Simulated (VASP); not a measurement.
# HgS (F-43m) in VASP: notebook, part 2 of 2

VASP 6.6.1. The steps go on from the part before.

## Step 4: Single point, RPBE

Input file INCAR:

```
SYSTEM = HgS
PREC     = Accurate       ! precision mode
ENCUT    = 500            ! plane-wave cutoff, eV
EDIFF    = 1E-6           ! SCF threshold, eV
ISMEAR   = 0              ! smearing method
SIGMA    = 0.01           ! smearing width, eV
LREAL    = .False.        ! projectors in reciprocal space
LASPH    = .True.         ! aspherical terms in the spheres
NELM     = 120            ! most SCF steps
ALGO     = Normal         ! electronic algorithm
ISIF     = 2              ! what is computed and relaxed
LWAVE    = .False.        ! write WAVECAR
LCHARG   = .False.        ! write CHGCAR
GGA      = RP             ! functional
NBANDS   = 16             ! bands
ISYM     = 0            
GGA_COMPAT= .False.
```

Input file KPOINTS:

```
Automatic mesh
0
Gamma
  6 6 6
  0.5 0.5 0.5
```

Input file POSCAR:

```
HgS
1.0
    0.0000000000      2.9258500000      2.9258500000
    2.9258500000      0.0000000000      2.9258500000
    2.9258500000      2.9258500000      0.0000000000
Hg S
1 1
Direct
    0.0000000000      0.0000000000      0.0000000000
    0.2500000000      0.2500000000      0.2500000000
```

Potentials or basis: VASP PAW PBE potentials, release 64 (Hg, S).

Run with:

```bash
> cat potpaw_PBE.64/Hg/POTCAR potpaw_PBE.64/S/POTCAR > POTCAR
> mpirun -np 1 vasp_std > vasp.out
```

OUTCAR:

```text
SYSTEM = HgS
   PREC = Accurate
   ENCUT = 500
   EDIFF = 1E-6
   ISMEAR = 0
   LREAL = .False.
   LASPH = .True.
   NELM = 120
   ISIF = 2
   GGA = RP
   ISYM = 0

 ion  position               nearest neighbor table
   1  0.000  0.000  0.000-   2 2.53   2 2.53   2 2.53   2 2.53
   2  0.250  0.250  0.250-   1 2.53   1 2.53   1 2.53   1 2.53

IMPORTANT INFORMATION: All symmetrisations will be switched off!
NOSYMM: (Re-)initialisation of all symmetry stuff for point group C_1.

----------------------------------------------------------------------------------------

                                     Primitive cell

  volume of cell :      50.0941

  direct lattice vectors                    reciprocal lattice vectors
     0.000000000  2.925850000  2.925850000    -0.170890510  0.170890510  0.170890510
     2.925850000  0.000000000  2.925850000     0.170890510 -0.170890510  0.170890510
     2.925850000  2.925850000  0.000000000     0.170890510  0.170890510 -0.170890510

  length of vectors
     4.137776751  4.137776751  4.137776751     0.295991047  0.295991047  0.295991047

  position of ions in fractional coordinates (direct lattice)
     0.000000000  0.000000000  0.000000000
     0.250000000  0.250000000  0.250000000

  ion indices of the primitive-cell ions
   primitive index   ion index
                 1           1
                 2           2

----------------------------------------------------------------------------------------

 KPOINTS: Automatic mesh

Automatic generation of k-mesh.
 Grid dimensions read from file:
 generate k-points for:    6    6    6

 Generating k-lattice:

  Cartesian coordinates                     Fractional coordinates (reciprocal lattice)
    -0.028481752  0.028481752  0.028481752     0.166666667  0.000000000  0.000000000
     0.028481752 -0.028481752  0.028481752     0.000000000  0.166666667  0.000000000
     0.028481752  0.028481752 -0.028481752     0.000000000  0.000000000  0.166666667

  Length of vectors
     0.049331841  0.049331841  0.049331841

  Shift w.r.t. Gamma in fractional coordinates (k-lattice)
     0.500000000  0.500000000  0.500000000

 Subroutine IBZKPT returns following result:
 ===========================================

 Found    432 irreducible k-points:

 Following reciprocal coordinates:
            Coordinates               Weight
  0.083333  0.083333  0.083333      2.000000
  0.083333  0.000000  0.000000      2.000000
  0.000000  0.000000 -0.083333      2.000000
  0.000000  0.083333  0.000000      2.000000
  0.250000  0.083333  0.083333      2.000000
  0.083333  0.250000  0.083333      2.000000
[... 16 lines left out ...]
  0.000000  0.333333 -0.083333      2.000000
  0.333333  0.000000 -0.083333      2.000000
 [... further k-points ...]
   k-points           NKPTS =    432   k-points in BZ     NKDIM =    432   number of bands    NBANDS=     16
   number of dos      NEDOS =    301   number of ions     NIONS =      2
   total plane-waves  NPLWV =  27000
   dimension x,y,z NGX =    30 NGY =   30 NGZ =   30
   dimension x,y,z NGXF=    60 NGYF=   60 NGZF=   60
   ions per type =               1   1
   NGX,Y,Z   is equivalent  to a cutoff of  12.05, 12.05, 12.05 a.u.
   NGXF,Y,Z  is equivalent  to a cutoff of  24.11, 24.11, 24.11 a.u.
 SYSTEM =  HgS
   PREC   = accura    normal or accurate (medium, high low for compatibility)
   ISTART =      0    job   : 0-new  1-cont  2-samecut
   ICHARG =      2    charge: 1-file 2-atom 10-const
   ISPIN  =      1    spin polarized calculation?
   LNONCOLLINEAR =      F non collinear calculations
   LSORBIT =      F    spin-orbit coupling
   LASPH  =      T    aspherical Exc in radial PAW
   ENCUT  =  500.0 eV  36.75 Ry    6.06 a.u.   7.54  7.54  7.54*2*pi/ulx,y,z
   NELM   =    120;   NELMIN=  2; NELMDL= -5     # of ELM steps
   EDIFF  = 0.1E-05   stopping-criterion for ELM
   LREAL  =      F    real-space projection
   EDIFFG = 0.1E-04   stopping-criterion for IOM
   NSW    =      0    number of steps for IOM
   IBRION =     -1    ionic relax: 0-MD 1-quasi-New 2-CG
   NFREE  =      0    steps in history (QN), initial steepest desc. (CG)
   ISIF   =      2    stress and relaxation
   ISYM   =      0    0-nonsym 1-usesym 2-fastsym
   POTIM  = 0.5000    time-step for ionic-motion
   TEBEG  =    0.0;   TEEND  =   0.0 temperature during run
   PSTRESS=    0.0 pullay stress
   NELECT =      18.0000    total number of electrons
   NUPDOWN=      -1.0000    fix difference up-down
   EMIN   =  10.00;   EMAX   =-10.00  energy-range for DOS
   EFERMI =   0.00;   METHOD = LEGACY
   ISMEAR =     0;   SIGMA  =   0.01  broadening in eV -4-tet -1-fermi 0-gaus
   EFERMI_NEDOS =   21; number of points for ismear=-14 and -15
   IALGO  =     38    algorithm
   IMIX   =      4    mixing-type and parameters
     AMIX     =   0.40;   BMIX     =  1.00
     AMIX_MAG =   1.60;   BMIX_MAG =  1.00
  volume/ion in A,a.u.               =      25.05       169.03
  Fermi-wavevector in a.u.,A,eV,Ry     =   1.163868  2.199391 18.430288  1.354588
  Thomas-Fermi vector in A             =   2.300412
   LORBIT       =      0    0 simple, 1 ext, 2 COOP (PROOUT), +10 PAW based schemes
   GGA     = RP    functional components
   LHFCALC =     F    Hartree Fock is set to
   AEXX    =    0.0000 exact exchange contribution
   IVDW    =     0    specifies the selected vdW correction
   LEPSILON=     F    determine dielectric tensor
   LRPA    =     F    only Hartree local field effects (RPA)
 non-spin polarized calculation
 Gauss-broadening in eV      SIGMA  =   0.01
  energy-cutoff  :      500.00
  volume of cell :       50.09
 maximum number of plane-waves:      1289
   NGX = 15   NGY = 15   NGZ = 15

 number of electron      17.9999997 magnetization

 Free energy of the ion-electron system (eV)
  ---------------------------------------------------
  ext. energy  EPLUGINS =         0.00000000
  ---------------------------------------------------
  free energy    TOTEN  =        -3.75180632 eV

  energy without entropy =       -3.75180632  energy(sigma->0) =       -3.75180632

 E-fermi :   2.2598     XC(G=0):  -9.0545

 val. band max:        2.1831520333   @ k =   0.0000   0.0000  -0.0833
 cond. band min:       2.8294514012   @ k =   0.0833   0.0000   0.0000
 fundamental gap:      0.6462993679
 Fermi energy:         2.2597999451

 k-point     1 :       0.0833    0.0833    0.0833
  band No.  band energies     occupation
      1     -10.9813      2.00000
      2      -4.8395      2.00000
      3      -4.8340      2.00000
      4      -4.8340      2.00000
      5      -3.9443      2.00000
      6      -3.9443      2.00000
[... 8 lines left out ...]
     15      13.5043      0.00000
     16      13.5043      0.00000

 k-point     2 :       0.0833    0.0000    0.0000
  band No.  band energies     occupation
      1     -10.9813      2.00000
      2      -4.8395      2.00000
      3      -4.8340      2.00000
      4      -4.8340      2.00000
      5      -3.9443      2.00000
      6      -3.9443      2.00000
[... 8 lines left out ...]
     15      13.5043      0.00000
     16      13.5043      0.00000

 k-point     3 :       0.0000    0.0000   -0.0833
  band No.  band energies     occupation
      1     -10.9813      2.00000
      2      -4.8395      2.00000
      3      -4.8340      2.00000
      4      -4.8340      2.00000
      5      -3.9443      2.00000
      6      -3.9443      2.00000
[... 8 lines left out ...]
     15      13.5043      0.00000
     16      13.5043      0.00000
[... 362 lines left out ...]
 k-point    23 :       0.0000    0.3333   -0.0833
  band No.  band energies     occupation
      1     -10.5632      2.00000
      2      -4.6590      2.00000
      3      -4.6545      2.00000
      4      -4.2911      2.00000
      5      -3.9308      2.00000
      6      -3.8659      2.00000
[... 8 lines left out ...]
     15      13.3017      0.00000
     16      14.0846      0.00000

 k-point    24 :       0.3333    0.0000   -0.0833
  band No.  band energies     occupation
      1     -10.5632      2.00000
      2      -4.6590      2.00000
      3      -4.6545      2.00000
      4      -4.2911      2.00000
      5      -3.9308      2.00000
      6      -3.8659      2.00000
[... 8 lines left out ...]
     15      13.3017      0.00000
     16      14.0846      0.00000

 [... further k-points ...]

------------------------ aborting loop because EDIFF is reached ----------------------------------------

  FORCE on cell =-STRESS in cart. coord.  units (eV):
  Direction    XX          YY          ZZ          XY          YZ          ZX
  --------------------------------------------------------------------------------------
  -------------------------------------------------------------------------------------
  Total        2.1150632      2.1150634      2.1150634      0.0000014      0.0000021     -0.0000019
  in kB       67.6468788     67.6468868     67.6468865      0.0000441      0.0000679     -0.0000598
  external PRESSURE =      67.6468840 kB  Pullay stress =       0.0000000 kB

 VOLUME and BASIS-vectors are now :
 -----------------------------------------------------------------------------
  energy-cutoff  :      500.00
  volume of cell :       50.09
      direct lattice vectors                 reciprocal lattice vectors
     0.000000000  2.925850000  2.925850000    -0.170890510  0.170890510  0.170890510
     2.925850000  0.000000000  2.925850000     0.170890510 -0.170890510  0.170890510
     2.925850000  2.925850000  0.000000000     0.170890510  0.170890510 -0.170890510

 POSITION                                       TOTAL-FORCE (eV/Angst)
 -----------------------------------------------------------------------------------
      0.00000      0.00000      0.00000         0.000001      0.000000      0.000001
      1.46293      1.46293      1.46293        -0.000001     -0.000000     -0.000001
 -----------------------------------------------------------------------------------
    total drift:                                0.000001      0.000001      0.000001

  FREE ENERGIE OF THE ION-ELECTRON SYSTEM (eV)
  ---------------------------------------------------
  free  energy   TOTEN  =        -3.7518063166 eV

  energy  without entropy=       -3.7518063166  energy(sigma->0) =       -3.75180632
```

Run time: 4.7 min. Hardware: 1 thread of Intel Xeon 8259CL, shared host; peak memory 0.43 GiB.

What came out:

```yaml
Free_energy: -3.7518 eV
Pressure: 6.8 GPa
Band_gap_on_the_k_mesh: 0.65 eV
```

Caveat: the cell stands under pressure; the PAW data sets were made with another functional, which shifts forces and pressure a little; spin-orbit coupling is left out, which moves the levels of the heavy elements; a shifted mesh leaves out Γ, where band edges can lie. A hybrid or GW would open this gap; RPBE tends to underestimate it.

## Step 5: The runs side by side

| level | gap on the mesh (eV) | pressure (GPa) |
| --- | --- | --- |
| revPBE | 0.63 | 6.2 |
| BLYP | 0.56 | 8.9 |
| RPBE | 0.65 | 6.8 |

Alike in all rows: task single point; potentials or basis VASP PAW PBE potentials, release 64 (Hg, S); no spin polarisation; cell as given; k mesh 6 × 6 × 6, shifted; cutoff (eV) 500; smearing gaussian 0.01 eV.

On the cell as given the gap runs from 0.56 eV (BLYP) to 0.65 eV (RPBE). The pressure there spans 6.2 GPa (revPBE) to 8.9 GPa (BLYP); a positive pressure means that this level wants a larger cell, a negative one a smaller.

Caveats: the cell stands under pressure; the PAW data sets were made with another functional, which shifts forces and pressure a little; spin-orbit coupling is left out, which moves the levels of the heavy elements; a shifted mesh leaves out Γ, where band edges can lie.

Total energies depend on the potentials used, so only differences within one code and one set of settings carry meaning.
